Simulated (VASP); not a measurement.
A run of VASP 6.6.1:

Contents of INCAR:

```
ALGO = Normal ; EDIFF = 1E-8
ENCUT = 520 ; GGA = PE
ISIF = 2 ; ISMEAR = -1
ISPIN = 2 ; LASPH = True
LCHARG = False ; LEFG = True
LMAXMIX = 4 ; LORBIT = 11
LREAL = False ; LWAVE = False
MAGMOM = 4 0 ; NBANDS = 20
NELM = 150 ; PREC = Accurate
SIGMA = 0.05
```

Contents of KPOINTS:

```
k-points
0
Gamma
  16 16 16
```

Contents of POSCAR:

```
MnO
1.0
    0.0000000000      2.2293821140      2.2293821140
    2.2293821140      0.0000000000      2.2293821140
    2.2293821140      2.2293821140      0.0000000000
Mn O
1 1
Direct
    0.0000000000      0.0000000000      0.0000000000
    0.5000000000      0.5000000000      0.5000000000
```

Potentials or basis: VASP PAW PBE potentials, release 64 (Mn_pv, O).

Launch:

```bash
$ cat potpaw_PBE.64/Mn_pv/POTCAR potpaw_PBE.64/O/POTCAR > POTCAR
$ mpirun -np 1 vasp_std > vasp.out
```

Hardware: 1 thread of Intel(R) Xeon(R) Platinum 8488C (Sapphire Rapids) (shared host).

**Question.** Estimate the wall time of this run.

**Answer.** Run time: 61 s on 1 thread of Intel(R) Xeon(R) Platinum 8488C (Sapphire Rapids), with other jobs on the host, peak memory 0.21 GiB. Counts: scf iterations 17, k points 145.
